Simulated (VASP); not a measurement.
# ReF2 (Fm-3m) in VASP: a series of runs

ReF2 is run at these levels: PBE; tasks: single point, relaxation of cell and atoms.

Program: VASP 6.6.1. These are calculated values, not measurements. Logs are shortened: lines on timing, memory, paths and dates and some standing lists are left out, and cuts for length are marked.

## 1. The cell of the first run

Symmetry: Fm-3m, No. 225, cubic system. Conventional cell: a = 5.184 Å, b = 5.184 Å, c = 5.184 Å, α = 90.00°, β = 90.00°, γ = 90.00°. Within 3.0 Å of Re (site symmetry m-3m) lie 8 F at 2.24 Å. F (site symmetry -43m) has 4 Re at 2.24 Å and 6 F at 2.59 Å within 3.0 Å.

## 2. Single point, PBE, collinear spin, ferromagnetic start

The input, INCAR:

```
ALGO = Normal ; EDIFF = 1E-6
ENCUT = 520 ; GGA = PE
ISIF = 2 ; ISMEAR = 0
ISPIN = 2 ; LASPH = True
LCHARG = False ; LMAXMIX = 4
LORBIT = 11 ; LREAL = False
LWAVE = False ; MAGMOM = 1 0 0
NBANDS = 22 ; NELM = 150
PREC = Accurate ; SIGMA = 0.1
```

The input, KPOINTS:

```
k-points
0
Gamma
  6 6 6
```

The input, POSCAR:

```
ReF2
1.0
    0.0000000000      2.5920153546      2.5920153546
    2.5920153546      0.0000000000      2.5920153546
    2.5920153546      2.5920153546      0.0000000000
Re F
1 2
Direct
    0.0000000000      0.0000000000      0.0000000000
    0.2500000000      0.2500000000      0.2500000000
    0.7500000000      0.7500000000      0.7500000000
```

Potentials or basis: VASP PAW PBE potentials, release 64 (Re, F).

On the command line:

```console
$ cat potpaw_PBE.64/Re/POTCAR potpaw_PBE.64/F/POTCAR > POTCAR
$ mpirun -np 1 vasp_std > vasp.out
```

OUTCAR:

```text
EDIFF = 1E-6
   ENCUT = 520
   GGA = PE
   ISIF = 2
   ISMEAR = 0
   ISPIN = 2
   LASPH = True
   LORBIT = 11
   LREAL = False
   NELM = 150
   PREC = Accurate

 ion  position               nearest neighbor table
   1  0.000  0.000  0.000-   3 2.24   3 2.24   3 2.24   2 2.24   3 2.24   2 2.24   2 2.24   2 2.24

   2  0.250  0.250  0.250-   1 2.24   1 2.24   1 2.24   1 2.24
   3  0.750  0.750  0.750-   1 2.24   1 2.24   1 2.24   1 2.24

  LATTYP: Found a face centered cubic cell.
 ALAT       =     5.1840307092

  Lattice vectors:

 A1 = (   0.0000000000,   2.5920153546,   2.5920153546)
 A2 = (   2.5920153546,   0.0000000000,   2.5920153546)
 A3 = (   2.5920153546,   2.5920153546,   0.0000000000)

Analysis of symmetry for initial positions (statically):
=====================================================================
 Subroutine PRICEL returns:
 Original cell was already a primitive cell.

 Routine SETGRP: Setting up the symmetry group for a
 face centered cubic supercell.

 Subroutine GETGRP returns: Found 48 space group operations
 (whereof 48 operations were pure point group operations)
 out of a pool of 48 trial point group operations.

The static configuration has the point symmetry O_h .

Analysis of symmetry for dynamics (positions and initial velocities):
=====================================================================
 Subroutine PRICEL returns:
 Original cell was already a primitive cell.

 Routine SETGRP: Setting up the symmetry group for a
 face centered cubic supercell.

 Subroutine GETGRP returns: Found 48 space group operations
 (whereof 48 operations were pure point group operations)
 out of a pool of 48 trial point group operations.

The dynamic configuration has the point symmetry O_h .

Analysis of structural, dynamic, and magnetic symmetry:
=====================================================================
 Subroutine PRICEL returns:
 Original cell was already a primitive cell.

 Routine SETGRP: Setting up the symmetry group for a
 face centered cubic supercell.

 Subroutine GETGRP returns: Found 48 space group operations
 (whereof 48 operations were pure point group operations)
 out of a pool of 48 trial point group operations.

The overall configuration has the point symmetry O_h .

 Subroutine INISYM returns: Found 48 space group operations
 (whereof 48 operations are pure point group operations),
 and found     1 'primitive' translations

----------------------------------------------------------------------------------------

                                     Primitive cell

  volume of cell :      34.8291

  direct lattice vectors                    reciprocal lattice vectors
     0.000000000  2.592015355  2.592015355    -0.192900092  0.192900092  0.192900092
     2.592015355  0.000000000  2.592015355     0.192900092 -0.192900092  0.192900092
     2.592015355  2.592015355  0.000000000     0.192900092  0.192900092 -0.192900092

  length of vectors
     3.665663268  3.665663268  3.665663268     0.334112760  0.334112760  0.334112760

  position of ions in fractional coordinates (direct lattice)
     0.000000000  0.000000000  0.000000000
     0.250000000  0.250000000  0.250000000
     0.750000000  0.750000000  0.750000000

  ion indices of the primitive-cell ions
   primitive index   ion index
                 1           1
                 2           2
                 3           3

----------------------------------------------------------------------------------------

 KPOINTS: k-points

Automatic generation of k-mesh.
 Grid dimensions read from file:
 generate k-points for:    6    6    6

 Generating k-lattice:

  Cartesian coordinates                     Fractional coordinates (reciprocal lattice)
    -0.032150015  0.032150015  0.032150015     0.166666667  0.000000000  0.000000000
     0.032150015 -0.032150015  0.032150015     0.000000000  0.166666667  0.000000000
     0.032150015  0.032150015 -0.032150015     0.000000000  0.000000000  0.166666667

  Length of vectors
     0.055685460  0.055685460  0.055685460

[... 56 lines left out ...]
      3      -4.7156      1.00000
      4      -3.8214      1.00000
      5      -3.0112      1.00000
      6      -2.2647      1.00000
[... 14 lines left out ...]
     21      24.2133      0.00000
     22      28.0172      0.00000
 Fermi energy:         6.1783456856

 spin component 2

 k-point     1 :       0.0000    0.0000    0.0000
  band No.  band energies     occupation
      1     -21.6398      1.00000
      2     -20.2996      1.00000
      3      -4.1049      1.00000
      4      -4.1048      1.00000
      5      -4.1044      1.00000
      6      -1.3854      1.00000
[... 14 lines left out ...]
     21      28.2775      0.00000
     22      28.2783      0.00000

 k-point     2 :       0.1667    0.0000    0.0000
  band No.  band energies     occupation
      1     -21.5154      1.00000
      2     -20.3968      1.00000
      3      -3.9402      1.00000
      4      -3.9398      1.00000
      5      -3.7672      1.00000
      6      -1.8989      1.00000
[... 14 lines left out ...]
     21      26.6108      0.00000
     22      27.6818      0.00000

 k-point     3 :       0.3333    0.0000    0.0000
  band No.  band energies     occupation
      1     -21.2297      1.00000
      2     -20.6182      1.00000
      3      -3.5667      1.00000
      4      -3.5664      1.00000
      5      -3.0985      1.00000
      6      -2.6820      1.00000
[... 14 lines left out ...]
     21      26.2578      0.00000
     22      26.2602      0.00000
[... 276 lines left out ...]
 k-point    15 :      -0.3333    0.3333    0.1667
  band No.  band energies     occupation
      1     -20.9016      1.00000
      2     -20.8490      1.00000
      3      -4.1277      1.00000
      4      -3.9476      1.00000
      5      -2.7893      1.00000
      6      -2.4812      1.00000
[... 14 lines left out ...]
     21      23.6887      0.00000
     22      26.9751      0.00000

 k-point    16 :      -0.3333    0.5000    0.1667
  band No.  band energies     occupation
      1     -20.9065      1.00000
      2     -20.8229      1.00000
      3      -4.6102      1.00000
      4      -3.7491      1.00000
      5      -2.9423      1.00000
      6      -2.1701      1.00000
[... 14 lines left out ...]
     21      24.4822      0.00000
     22      28.3137      0.00000

------------------------ aborting loop because EDIFF is reached ----------------------------------------

  FORCE on cell =-STRESS in cart. coord.  units (eV):
  Direction    XX          YY          ZZ          XY          YZ          ZX
  --------------------------------------------------------------------------------------
  -------------------------------------------------------------------------------------
  Total        1.9301217      1.9301217      1.9301217     -0.0000000     -0.0000000      0.0000000
  in kB       88.7876503     88.7876503     88.7876503     -0.0000000     -0.0000000      0.0000000
  external PRESSURE =      88.7876503 kB  Pullay stress =       0.0000000 kB

 VOLUME and BASIS-vectors are now :
 -----------------------------------------------------------------------------
  energy-cutoff  :      520.00
  volume of cell :       34.83
      direct lattice vectors                 reciprocal lattice vectors
     0.000000000  2.592015355  2.592015355    -0.192900092  0.192900092  0.192900092
     2.592015355  0.000000000  2.592015355     0.192900092 -0.192900092  0.192900092
     2.592015355  2.592015355  0.000000000     0.192900092  0.192900092 -0.192900092

 POSITION                                       TOTAL-FORCE (eV/Angst)
 -----------------------------------------------------------------------------------
      0.00000      0.00000      0.00000         0.000000     -0.000000      0.000000
      1.29601      1.29601      1.29601         0.000000      0.000000      0.000000
      3.88802      3.88802      3.88802        -0.000000     -0.000000     -0.000000
 -----------------------------------------------------------------------------------
    total drift:                                0.000000      0.000000      0.000000

  FREE ENERGIE OF THE ION-ELECTRON SYSTEM (eV)
  ---------------------------------------------------
  free  energy   TOTEN  =       -15.9638729007 eV

  energy  without entropy=      -15.9546193153  energy(sigma->0) =      -15.95924611

 total charge

# of ion       s       p       d       tot
------------------------------------------
    1        0.290   0.270   4.857   5.416
    2        1.753   4.309   0.000   6.062
    3        1.753   4.309   0.000   6.062
--------------------------------------------------
tot          3.795   8.888   4.857  17.540

 magnetization (x)

# of ion       s       p       d       tot
------------------------------------------
    1        0.014   0.009   0.773   0.796
    2        0.016  -0.008   0.000   0.008
    3        0.016  -0.008   0.000   0.008
--------------------------------------------------
tot          0.046  -0.007   0.773   0.812
```

Run time: 14 s. Hardware: 1 thread of Intel Xeon 6975P-C (Granite Rapids), shared host; peak memory 0.17 GiB.

What came out:

* Free energy: -15.9639 eV
* Pressure: 8.9 GPa
* Net moment: 0.87 μB per cell
* Site moments: Re +0.80; F +0.01 μB
* Valence electrons inside the program's atomic spheres: Re 5.42; F 6.06

Caveat: spin-orbit coupling is left out, which moves the levels of the heavy elements.

## 3. Single point, PBE, collinear spin, ferromagnetic start

This run uses another cell than the first one, of 12.27 Å³/atom, 1.057 times its volume.

The input, INCAR:

```
SYSTEM = ReF2
PREC = Accurate
ENCUT = 520
EDIFF = 1E-7
ISMEAR = 0
SIGMA = 0.1
LREAL = .FALSE.
LASPH = .TRUE.
NELM = 150
ALGO = Normal
ISIF = 2
LWAVE = .FALSE.
LCHARG = .FALSE.
ISPIN = 2
MAGMOM = 0.62 0 0
LORBIT = 11
LMAXMIX = 4
GGA = PE
NBANDS = 22
```

The input, KPOINTS:

```
Automatic mesh
0
G
  6 6 6
  0 0 0
```

The input, POSCAR:

```
ReF2
1.0
    0.0000000000      2.6405699354      2.6405699354
    2.6405699354      0.0000000000      2.6405699354
    2.6405699354      2.6405699354      0.0000000000
Re F
1 2
Direct
    0.0000000000      0.0000000000      0.0000000000
    0.2500000000      0.2500000000      0.2500000000
    0.7500000000      0.7500000000      0.7500000000
```

Potentials or basis: VASP PAW PBE potentials, release 64 (Re, F).

On the command line:

```console
$ cat potpaw_PBE.64/Re/POTCAR potpaw_PBE.64/F/POTCAR > POTCAR
$ mpirun -np 1 vasp_std > vasp.out
```

Run time: 18 s. Hardware: 1 thread of Intel Xeon 6975P-C (Granite Rapids), shared host; peak memory 0.18 GiB.

The run converged. Its results:

```yaml
Free_energy: -16.0206 eV
Pressure: -0.2 GPa
Net_moment: 0.90 μB per cell
Site_moments: Re +0.81; F +0.01 μB
Valence_electrons_inside_the_program's_atomic_spheres: Re 5.31; F 6.04
```

Levels at points of the mesh, in eV from the Fermi level:
Spin up:
| k point | band 7 | band 8 | band 9 | band 10 | band 11 | band 12 | band 13 | band 14 | band 15 | band 16 |
| --- | --- | --- | --- | --- | --- | --- | --- | --- | --- | --- |
| (0.00, 0.00, 0.00) | -7.16 | -7.16 | -1.27 | -1.27 | -1.21 | 1.47 | 1.47 | 1.47 | 9.78 | 9.78 |
| (0.50, 0.00, 0.00) | -7.94 | -7.94 | -0.98 | -0.98 | -0.61 | 1.00 | 1.00 | 3.91 | 4.32 | 12.43 |
| (0.50, 0.50, 0.00) | -7.57 | -6.79 | -1.45 | -0.86 | -0.48 | 0.51 | 0.51 | 5.14 | 6.27 | 9.46 |
Spin down:
```csv
k point,band 8,band 9,band 10,band 11,band 12,band 13
"(0.00, 0.00, 0.00)",-7.13,-0.95,-0.92,-0.92,2.15,2.15
"(0.50, 0.00, 0.00)",-7.90,-0.61,-0.61,0.17,1.68,1.68
"(0.50, 0.50, 0.00)",-6.77,-1.16,-0.13,-0.08,1.26,1.26
```

Caveat: spin-orbit coupling is left out, which moves the levels of the heavy elements.

## 4. Relaxation of cell and atoms, PBE, collinear spin, ferromagnetic start

The input, INCAR:

```
PREC     = Accurate       # precision mode
ENCUT    = 600            # plane-wave cutoff, eV
EDIFF    = 1E-7           # SCF threshold, eV
ISMEAR   = 0              # smearing method
SIGMA    = 0.1            # smearing width, eV
LREAL    = False          # projectors in reciprocal space
LASPH    = True           # aspherical terms in the spheres
NELM     = 150            # most SCF steps
ALGO     = Normal         # electronic algorithm
ISIF     = 3              # what is computed and relaxed
LWAVE    = False          # write WAVECAR
LCHARG   = False          # write CHGCAR
ISPIN    = 2              # spin polarisation
MAGMOM   = 0.62 0 0       # initial moments
LORBIT   = 11             # projections on sites
LMAXMIX  = 4              # l up to which the mixer works
GGA      = PE             # functional
IBRION   = 2              # ionic algorithm
NSW      = 90             # ionic steps
EDIFFG   = -0.04          # ionic threshold
```

The input, KPOINTS:

```
regular mesh
0
Gamma
  6 6 6
```

The input, POSCAR:

```
ReF2
1.0
    0.0000000000      2.5920153546      2.5920153546
    2.5920153546      0.0000000000      2.5920153546
    2.5920153546      2.5920153546      0.0000000000
Re F
1 2
Direct
    0.0000000000      0.0000000000      0.0000000000
    0.2500000000      0.2500000000      0.2500000000
    0.7500000000      0.7500000000      0.7500000000
```

On the command line:

```console
$ cat potpaw_PBE.64/Re/POTCAR potpaw_PBE.64/F/POTCAR > POTCAR
$ mpirun -np 1 vasp_std > vasp.out
```

It took 2 min on 1 thread of Intel Xeon 6975P-C (Granite Rapids), shared host; peak memory 0.21 GiB.

The run converged. Its results:

| Property | Result |
| --- | --- |
| Free energy | -16.0192 eV |
| Relaxed volume | 12.28 Å³/atom |
| Relaxed cell | a = 3.735 Å, b = 3.735 Å, c = 3.735 Å, α = 60.00°, β = 60.00°, γ = 60.00° |
| Space group after relaxing (to 0.05 Å) | Fm-3m (No. 225) |
| Energy gained by relaxing | 18.2 meV/atom |
| Ionic steps | 3 |
| Pressure after relaxing | -0.2 GPa |
| Net moment | 0.90 μB per cell |
| Site moments | Re +0.81; F +0.01 μB |
| Valence electrons inside the program's atomic spheres | Re 5.31; F 6.04 |

The path:
```csv
step,energy change (eV),largest force (eV/Å),pressure (GPa),volume (Å³)
1,0.0000,0.0000,9.06,34.83
2,-0.0311,0.0000,-4.97,38.24
3,-0.0546,0.0000,-0.18,36.83
```

Final structure:
```
Re F
1.0
     0.00000    2.64081    2.64081
     2.64081    0.00000    2.64081
     2.64081    2.64081    0.00000
Re F
1 2
Direct
  0.00000 0.00000 0.00000
  0.25000 0.25000 0.25000
  0.75000 0.75000 0.75000
```

Levels at points of the mesh, in eV from the Fermi level:
Spin up:
```tsv
k point	band 7	band 8	band 9	band 10	band 11	band 12	band 13	band 14
(0.00, 0.00, 0.00)	-7.16	-7.16	-1.27	-1.27	-1.21	1.47	1.47	1.47
(0.50, 0.00, 0.00)	-7.94	-7.94	-0.97	-0.97	-0.61	1.00	1.00	3.90
(0.50, 0.50, 0.00)	-7.56	-6.79	-1.45	-0.86	-0.48	0.51	0.51	5.13
```
Spin down:
```
           k point  band 7  band 8  band 9  band 10  band 11  band 12  band 13  band 14
(0.00, 0.00, 0.00)   -7.13   -7.13   -0.95    -0.92    -0.92     2.15     2.15     2.15
(0.50, 0.00, 0.00)   -7.90   -7.90   -0.61    -0.60     0.17     1.68     1.68     4.25
(0.50, 0.50, 0.00)   -7.46   -6.77   -1.16    -0.12    -0.08     1.26     1.26     5.48
```

Caveat: spin-orbit coupling is left out, which moves the levels of the heavy elements.

## 5. Single point, PBE, collinear spin, ferromagnetic start

This run uses another cell than the first one, of 12.27 Å³/atom, 1.057 times its volume.

The input, INCAR:

```
ALGO     = Normal         # electronic algorithm
EDIFF    = 1E-6           # SCF threshold, eV
ENCUT    = 520            # plane-wave cutoff, eV
GGA      = PE             # functional
ISIF     = 2              # what is computed and relaxed
ISMEAR   = 0              # smearing method
ISPIN    = 2              # spin polarisation
LASPH    = True           # aspherical terms in the spheres
LCHARG   = False          # write CHGCAR
LMAXMIX  = 4              # l up to which the mixer works
LORBIT   = 11             # projections on sites
LREAL    = False          # projectors in reciprocal space
LWAVE    = False          # write WAVECAR
MAGMOM   = 0.65 0 0       # initial moments
NBANDS   = 22             # bands
NELM     = 150            # most SCF steps
PREC     = Accurate       # precision mode
SIGMA    = 0.1            # smearing width, eV
```

The input, KPOINTS:

```
k-points
0
Gamma
  16 16 16
```

The input, POSCAR:

```
ReF2
1.0
    0.0000000000      2.6405699354      2.6405699354
    2.6405699354      0.0000000000      2.6405699354
    2.6405699354      2.6405699354      0.0000000000
Re F
1 2
Direct
    0.0000000000      0.0000000000      0.0000000000
    0.2500000000      0.2500000000      0.2500000000
    0.7500000000      0.7500000000      0.7500000000
```

On the command line:

```console
$ cat potpaw_PBE.64/Re/POTCAR potpaw_PBE.64/F/POTCAR > POTCAR
$ mpirun -np 1 vasp_std > vasp.out
```

It took 98 s on 1 thread of Intel Xeon 6975P-C (Granite Rapids), shared host; peak memory 0.3 GiB.

It converged, with:

- Free energy: -16.0258 eV
- Pressure: -0.3 GPa
- Net moment: 0.89 μB per cell
- Site moments: Re +0.81; F +0.01 μB
- Valence electrons inside the program's atomic spheres: Re 5.31; F 6.04

Levels at points of the mesh, in eV from the Fermi level:
Spin up:
| k point | band 9 | band 10 | band 11 | band 12 | band 13 | band 14 |
| --- | --- | --- | --- | --- | --- | --- |
| (0.00, 0.00, 0.00) | -1.29 | -1.29 | -1.23 | 1.45 | 1.46 | 1.46 |
| (0.50, 0.00, 0.00) | -0.99 | -0.99 | -0.62 | 0.99 | 0.99 | 3.88 |
| (0.50, 0.50, 0.00) | -1.47 | -0.87 | -0.49 | 0.50 | 0.50 | 5.11 |
Spin down:
```
           k point  band 8  band 9  band 10  band 11  band 12  band 13
(0.00, 0.00, 0.00)   -7.16   -0.98    -0.94    -0.94     2.13     2.13
(0.50, 0.00, 0.00)   -7.93   -0.63    -0.62     0.15     1.65     1.66
(0.50, 0.50, 0.00)   -6.80   -1.18    -0.14    -0.10     1.24     1.24
```

Caveat: spin-orbit coupling is left out, which moves the levels of the heavy elements.

## 6. Summary

| task | cell | k mesh | cutoff (eV) | gap on the mesh (eV) | pressure (GPa) | moment (μB) |
| --- | --- | --- | --- | --- | --- | --- |
| single point | a = 3.666 Å, angles 60.0°, 3 atoms | 6 × 6 × 6 | 520 | none | 8.9 | 0.87 |
| single point | a = 3.734 Å, angles 60.0°, 3 atoms | 6 × 6 × 6 | 520 | none | -0.2 | 0.90 |
| relaxation of cell and atoms | relaxed from a = 3.666 Å, angles 60.0°, 3 atoms | 6 × 6 × 6 | 600 | none | -0.2 | 0.90 |
| single point | a = 3.734 Å, angles 60.0°, 3 atoms | 16 × 16 × 16 | 520 | none | -0.3 | 0.89 |

Alike in all rows: level PBE; potentials or basis VASP PAW PBE potentials, release 64 (Re, F); spin collinear, ferromagnetic start; smearing gaussian 0.1 eV.

Caveats: spin-orbit coupling is left out, which moves the levels of the heavy elements.

Total energies depend on the potentials used, so only differences within one code and one set of settings carry meaning.
